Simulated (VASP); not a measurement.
# GaP (I-4m2) in VASP: notebook

GaP is run at these levels: r2SCAN; tasks: single point.

All numbers are computed with VASP 6.6.1; they aren't measurements. Logs are shortened: lines on timing, memory, paths and dates and some standing lists are left out, and cuts for length are marked.

**1. The cell of the first run**

The structure is tetragonal, space group I-4m2 (No. 119). The conventional cell has a = 3.758 Å, b = 3.758 Å, c = 5.450 Å, α = 90.00°, β = 90.00°, γ = 90.00°. Within 3.1 Å of Ga (site symmetry -4m2) lie 4 P at 2.32 Å. P (site symmetry -4m2) has 4 Ga at 2.32 Å within 3.1 Å.

**2. Single point, r2SCAN (strain -0.025 along x and y, +0.000 along z)**

The input, POSCAR:

```
GaP
1.0
    0.0000000000      2.6571187500      2.7252500000
    2.6571187500      0.0000000000      2.7252500000
    2.6571187500      2.6571187500      0.0000000000
Ga P
1 1
Direct
    0.0000000000      0.0000000000      0.0000000000
    0.7500000000      0.7500000000      0.7500000000
```

The input, INCAR.step1:

```
PREC = Accurate
ENCUT = 520
ISMEAR = 0
SIGMA = 0.05
LREAL = F
LASPH = T
NELM = 80
NBANDS = 16
GGA = PE
ALGO = Normal
EDIFF = 1E-4
LWAVE = T
LCHARG = F
```

The input, INCAR.step2:

```
PREC = Accurate
ENCUT = 520
EDIFF = 1E-6
ISMEAR = 0
SIGMA = 0.05
LREAL = F
LASPH = T
NELM = 80
ALGO = Normal
ISIF = 2
LWAVE = F
LCHARG = F
METAGGA = R2SCAN
LMIXTAU = T
NBANDS = 16
ISTART = 1
```

The input, KPOINTS:

```
regular mesh
0
Gamma
  8 8 8
```

Potentials or basis: VASP PAW PBE potentials, release 64 (Ga_d, P).

Command:

```bash
$ cat potpaw_PBE.64/Ga_d/POTCAR potpaw_PBE.64/P/POTCAR > POTCAR
$ cp INCAR.step1 INCAR
$ mpirun -np 1 vasp_std > vasp.out
$ cp INCAR.step2 INCAR
$ mpirun -np 1 vasp_std > vasp.out
```

OUTCAR:

```text
PREC = Accurate
   ENCUT = 520
   EDIFF = 1E-6
   ISMEAR = 0
   LREAL = F
   LASPH = T
   NELM = 80
   ISIF = 2
   METAGGA = R2SCAN
   ISTART = 1

 ion  position               nearest neighbor table
   1  0.000  0.000  0.000-   2 2.32   2 2.32   2 2.32   2 2.32
   2  0.750  0.750  0.750-   1 2.32   1 2.32   1 2.32   1 2.32

  LATTYP: Found a body centered tetragonal cell.
 ALAT       =     3.7577333731
 C/A-ratio  =     1.4504754486

  Lattice vectors:

 A1 = (  -2.6571187500,   0.0000000000,   2.7252500000)
 A2 = (   2.6571187500,   0.0000000000,   2.7252500000)
 A3 = (   0.0000000000,   2.6571187500,  -2.7252500000)

Analysis of symmetry for initial positions (statically):
=====================================================================
 Subroutine PRICEL returns:
 Original cell was already a primitive cell.

 Routine SETGRP: Setting up the symmetry group for a
 body centered tetragonal supercell.

 Subroutine GETGRP returns: Found  8 space group operations
 (whereof  8 operations were pure point group operations)
 out of a pool of 16 trial point group operations.

The static configuration has the point symmetry D_2d.

Analysis of symmetry for dynamics (positions and initial velocities):
=====================================================================
 Subroutine PRICEL returns:
 Original cell was already a primitive cell.

 Routine SETGRP: Setting up the symmetry group for a
 body centered tetragonal supercell.

 Subroutine GETGRP returns: Found  8 space group operations
 (whereof  8 operations were pure point group operations)
 out of a pool of 16 trial point group operations.

The dynamic configuration has the point symmetry D_2d.

 Subroutine INISYM returns: Found  8 space group operations
 (whereof  8 operations are pure point group operations),
 and found     1 'primitive' translations

----------------------------------------------------------------------------------------

                                     Primitive cell

  volume of cell :      38.4821

  direct lattice vectors                    reciprocal lattice vectors
     0.000000000  2.657118750  2.725250000    -0.188173750  0.188173750  0.183469406
     2.657118750  0.000000000  2.725250000     0.188173750 -0.188173750  0.183469406
     2.657118750  2.657118750  0.000000000     0.188173750  0.188173750 -0.183469406

  length of vectors
     3.806214342  3.806214342  3.757733373     0.323233265  0.323233265  0.323233265

  position of ions in fractional coordinates (direct lattice)
     0.000000000  0.000000000  0.000000000
     0.750000000  0.750000000  0.750000000

  ion indices of the primitive-cell ions
   primitive index   ion index
                 1           1
                 2           2

----------------------------------------------------------------------------------------

 KPOINTS: regular mesh

Automatic generation of k-mesh.
 Grid dimensions read from file:
 generate k-points for:    8    8    8

 Generating k-lattice:

  Cartesian coordinates                     Fractional coordinates (reciprocal lattice)
    -0.023521719  0.023521719  0.022933676     0.125000000  0.000000000  0.000000000
     0.023521719 -0.023521719  0.022933676     0.000000000  0.125000000  0.000000000
     0.023521719  0.023521719 -0.022933676     0.000000000  0.000000000  0.125000000

  Length of vectors
     0.040404158  0.040404158  0.040404158

  Shift w.r.t. Gamma in fractional coordinates (k-lattice)
     0.000000000  0.000000000  0.000000000

 Subroutine IBZKPT returns following result:
 ===========================================

 Found     59 irreducible k-points:

 Following reciprocal coordinates:
            Coordinates               Weight
  0.000000  0.000000  0.000000      1.000000
  0.125000  0.000000  0.000000      8.000000
  0.250000  0.000000  0.000000      8.000000
  0.375000  0.000000  0.000000      8.000000
  0.500000  0.000000  0.000000      4.000000
  0.125000  0.125000  0.000000      2.000000
[... 16 lines left out ...]
  0.250000  0.000000  0.125000     16.000000
  0.375000 -0.000000  0.125000     16.000000
 [... further k-points ...]
   k-points           NKPTS =     59   k-points in BZ     NKDIM =     59   number of bands    NBANDS=     16
   number of dos      NEDOS =    301   number of ions     NIONS =      2
   total plane-waves  NPLWV =  21952
   dimension x,y,z NGX =    28 NGY =   28 NGZ =   28
   dimension x,y,z NGXF=    56 NGYF=   56 NGZF=   56
   ions per type =               1   1
   NGX,Y,Z   is equivalent  to a cutoff of  12.23, 12.23, 12.39 a.u.
   NGXF,Y,Z  is equivalent  to a cutoff of  24.46, 24.46, 24.77 a.u.
 SYSTEM =  unknown system
   PREC   = accura    normal or accurate (medium, high low for compatibility)
   ISTART =      1    job   : 0-new  1-cont  2-samecut
   ICHARG =      0    charge: 1-file 2-atom 10-const
   ISPIN  =      1    spin polarized calculation?
   LNONCOLLINEAR =      F non collinear calculations
   LSORBIT =      F    spin-orbit coupling
   LASPH  =      T    aspherical Exc in radial PAW
   ENCUT  =  520.0 eV  38.22 Ry    6.18 a.u.   7.08  7.08  6.99*2*pi/ulx,y,z
   NELM   =     80;   NELMIN=  2; NELMDL=  0     # of ELM steps
   EDIFF  = 0.1E-05   stopping-criterion for ELM
   LREAL  =      F    real-space projection
   EDIFFG = 0.1E-04   stopping-criterion for IOM
   NSW    =      0    number of steps for IOM
   IBRION =     -1    ionic relax: 0-MD 1-quasi-New 2-CG
   NFREE  =      0    steps in history (QN), initial steepest desc. (CG)
   ISIF   =      2    stress and relaxation
   ISYM   =      2    0-nonsym 1-usesym 2-fastsym
   POTIM  = 0.5000    time-step for ionic-motion
   TEBEG  =    0.0;   TEEND  =   0.0 temperature during run
   PSTRESS=    0.0 pullay stress
   NELECT =      18.0000    total number of electrons
   NUPDOWN=      -1.0000    fix difference up-down
   EMIN   =  10.00;   EMAX   =-10.00  energy-range for DOS
   EFERMI =   0.00;   METHOD = LEGACY
   ISMEAR =     0;   SIGMA  =   0.05  broadening in eV -4-tet -1-fermi 0-gaus
   EFERMI_NEDOS =   21; number of points for ismear=-14 and -15
   IALGO  =     38    algorithm
   IMIX   =      4    mixing-type and parameters
     AMIX     =   0.40;   BMIX     =  1.00
     AMIX_MAG =   1.60;   BMIX_MAG =  1.00
  volume/ion in A,a.u.               =      19.24       129.84
  Fermi-wavevector in a.u.,A,eV,Ry     =   1.270807  2.401477 21.972732  1.614950
  Thomas-Fermi vector in A             =   2.403774
   LORBIT       =      0    0 simple, 1 ext, 2 COOP (PROOUT), +10 PAW based schemes
   METAGGA = R2SCAN    functional components
   LHFCALC =     F    Hartree Fock is set to
   AEXX    =    0.0000 exact exchange contribution
   IVDW    =     0    specifies the selected vdW correction
   LEPSILON=     F    determine dielectric tensor
   LRPA    =     F    only Hartree local field effects (RPA)
 non-spin polarized calculation
 Gauss-broadening in eV      SIGMA  =   0.05
  energy-cutoff  :      520.00
  volume of cell :       38.48
 maximum number of plane-waves:      1054
   NGX = 15   NGY = 15   NGZ = 13

 number of electron      17.9999989 magnetization

 Free energy of the ion-electron system (eV)
  ---------------------------------------------------
  ext. energy  EPLUGINS =         0.00000000
  ---------------------------------------------------
  free energy    TOTEN  =       -21.42890387 eV

  energy without entropy =      -21.42890387  energy(sigma->0) =      -21.42890387

 E-fermi :   5.2638     XC(G=0): -10.7992

 val. band max:        5.0524717270   @ k =   0.0000   0.0000   0.0000
 cond. band min:       6.7368287983   @ k =   0.3750   0.0000   0.3750
 fundamental gap:      1.6843570713
 Fermi energy:         5.2637970615

 k-point     1 :       0.0000    0.0000    0.0000
  band No.  band energies     occupation
      1     -10.0918      2.00000
      2     -10.0839      2.00000
      3     -10.0839      2.00000
      4      -9.9569      2.00000
      5      -9.9542      2.00000
      6      -8.4284      2.00000
[... 8 lines left out ...]
     15      15.0933      0.00000
     16      15.5835      0.00000

 k-point     2 :       0.1250    0.0000    0.0000
  band No.  band energies     occupation
      1     -10.1082      2.00000
      2     -10.0828      2.00000
      3     -10.0780      2.00000
      4      -9.9572      2.00000
      5      -9.9539      2.00000
      6      -8.1989      2.00000
[... 8 lines left out ...]
     15      14.8712      0.00000
     16      15.6586      0.00000

 k-point     3 :       0.2500    0.0000    0.0000
  band No.  band energies     occupation
      1     -10.1511      2.00000
      2     -10.0703      2.00000
      3     -10.0653      2.00000
      4      -9.9565      2.00000
      5      -9.9513      2.00000
      6      -7.5538      2.00000
[... 8 lines left out ...]
     15      14.5779      0.00000
     16      15.7555      0.00000

 k-point     4 :       0.3750    0.0000    0.0000
  band No.  band energies     occupation
      1     -10.1871      2.00000
      2     -10.0603      2.00000
      3     -10.0553      2.00000
      4      -9.9530      2.00000
      5      -9.9457      2.00000
      6      -6.6512      2.00000
[... 8 lines left out ...]
     15      15.8005      0.00000
     16      16.0521      0.00000

 k-point     5 :       0.5000    0.0000    0.0000
  band No.  band energies     occupation
      1     -10.2006      2.00000
      2     -10.0572      2.00000
      3     -10.0521      2.00000
      4      -9.9506      2.00000
      5      -9.9424      2.00000
      6      -6.0870      2.00000
[... 8 lines left out ...]
     15      17.3734      0.00000
     16      17.6056      0.00000

 k-point     6 :       0.1250    0.1250    0.0000
  band No.  band energies     occupation
      1     -10.1235      2.00000
      2     -10.0726      2.00000
      3     -10.0726      2.00000
      4      -9.9585      2.00000
      5      -9.9532      2.00000
      6      -8.1330      2.00000
[... 8 lines left out ...]
     15      15.8348      0.00000
     16      15.9832      0.00000

 k-point     7 :       0.2500    0.1250    0.0000
  band No.  band energies     occupation
      1     -10.1549      2.00000
      2     -10.0635      2.00000
      3     -10.0594      2.00000
      4      -9.9617      2.00000
      5      -9.9501      2.00000
      6      -7.6346      2.00000
[... 8 lines left out ...]
     15      15.7470      0.00000
     16      17.1015      0.00000

 k-point     8 :       0.3750    0.1250    0.0000
  band No.  band energies     occupation
      1     -10.1853      2.00000
      2     -10.0566      2.00000
      3     -10.0481      2.00000
      4      -9.9586      2.00000
      5      -9.9477      2.00000
      6      -6.8038      2.00000
[... 8 lines left out ...]
     15      16.5635      0.00000
     16      16.6986      0.00000

 k-point     9 :       0.5000    0.1250    0.0000
  band No.  band energies     occupation
      1     -10.2018      2.00000
      2     -10.0534      2.00000
      3     -10.0441      2.00000
      4      -9.9508      2.00000
      5      -9.9488      2.00000
      6      -6.0153      2.00000
[... 8 lines left out ...]
     15      17.4086      0.00000
     16      17.9262      0.00000
[... 172 lines left out ...]
 k-point    19 :       0.5000    0.3750    0.0000
  band No.  band energies     occupation
      1     -10.2311      2.00000
      2     -10.0150      2.00000
      3     -10.0093      2.00000
      4      -9.9879      2.00000
      5      -9.9358      2.00000
      6      -5.4052      2.00000
[... 8 lines left out ...]
     15      17.8574      0.00000
     16      19.3322      0.00000

 k-point    20 :      -0.3750    0.3750    0.0000
  band No.  band energies     occupation
      1     -10.2226      2.00000
      2     -10.0282      2.00000
      3     -10.0142      2.00000
      4      -9.9755      2.00000
      5      -9.9439      2.00000
      6      -5.1583      2.00000
[... 8 lines left out ...]
     15      16.1340      0.00000
     16      20.9220      0.00000

 k-point    21 :       0.5000    0.5000    0.0000
  band No.  band energies     occupation
      1     -10.2400      2.00000
      2     -10.0032      2.00000
      3     -10.0032      2.00000
      4      -9.9966      2.00000
      5      -9.9317      2.00000
      6      -5.1706      2.00000
[... 8 lines left out ...]
     15      18.2219      0.00000
     16      18.9127      0.00000

 k-point    22 :       0.1250    0.0000    0.1250
  band No.  band energies     occupation
      1     -10.1174      2.00000
      2     -10.0796      2.00000
      3     -10.0729      2.00000
      4      -9.9621      2.00000
      5      -9.9505      2.00000
      6      -8.1187      2.00000
[... 8 lines left out ...]
     15      15.4461      0.00000
     16      16.1034      0.00000

 k-point    23 :       0.2500    0.0000    0.1250
  band No.  band energies     occupation
      1     -10.1519      2.00000
      2     -10.0664      2.00000
      3     -10.0609      2.00000
      4      -9.9665      2.00000
      5      -9.9463      2.00000
      6      -7.6086      2.00000
[... 8 lines left out ...]
     15      15.5291      0.00000
     16      17.1039      0.00000

 k-point    24 :       0.3750   -0.0000    0.1250
  band No.  band energies     occupation
      1     -10.1847      2.00000
      2     -10.0559      2.00000
      3     -10.0505      2.00000
      4      -9.9650      2.00000
      5      -9.9422      2.00000
      6      -6.7721      2.00000
[... 8 lines left out ...]
     15      16.5259      0.00000
     16      16.8767      0.00000

 [... further k-points ...]

------------------------ aborting loop because EDIFF is reached ----------------------------------------

  FORCE on cell =-STRESS in cart. coord.  units (eV):
  Direction    XX          YY          ZZ          XY          YZ          ZX
  --------------------------------------------------------------------------------------
  -------------------------------------------------------------------------------------
  Total        1.3636432      1.3636432      0.8404156      0.0000000     -0.0000000      0.0000000
  in kB       56.7744654     56.7744654     34.9901981      0.0000000     -0.0000000      0.0000000
  external PRESSURE =      49.5130430 kB  Pullay stress =       0.0000000 kB

 VOLUME and BASIS-vectors are now :
 -----------------------------------------------------------------------------
  energy-cutoff  :      520.00
  volume of cell :       38.48
      direct lattice vectors                 reciprocal lattice vectors
     0.000000000  2.657118750  2.725250000    -0.188173750  0.188173750  0.183469406
     2.657118750  0.000000000  2.725250000     0.188173750 -0.188173750  0.183469406
     2.657118750  2.657118750  0.000000000     0.188173750  0.188173750 -0.183469406

 POSITION                                       TOTAL-FORCE (eV/Angst)
 -----------------------------------------------------------------------------------
      0.00000      0.00000      0.00000         0.000000      0.000000     -0.000000
      3.98568      3.98568      4.08788        -0.000000     -0.000000      0.000000
 -----------------------------------------------------------------------------------
    total drift:                               -0.000010     -0.000010      0.000005

  FREE ENERGIE OF THE ION-ELECTRON SYSTEM (eV)
  ---------------------------------------------------
  free  energy   TOTEN  =       -21.4289038745 eV

  energy  without entropy=      -21.4289038745  energy(sigma->0) =      -21.42890387
```

Run time: 74 s. Hardware: 1 thread of Intel Xeon Platinum 8488C (Sapphire Rapids), shared host; peak memory 0.18 GiB.

Results:

```
Free energy            : -21.4289 eV
Pressure               : 5.0 GPa
Band gap on the k mesh : 1.68 eV, indirect (least direct gap 2.74 eV)
```

Stress tensor (GPa, compression positive):
```
5.68 0.00 0.00
0.00 5.68 0.00
0.00 0.00 3.50
```

Caveat: the cell differs from its parent crystal (strain -0.025 along x and y, +0.000 along z); the PAW data sets were made with another functional, which shifts forces and pressure a little. A k mesh can miss the band edges.

[end of part 1 of 2]
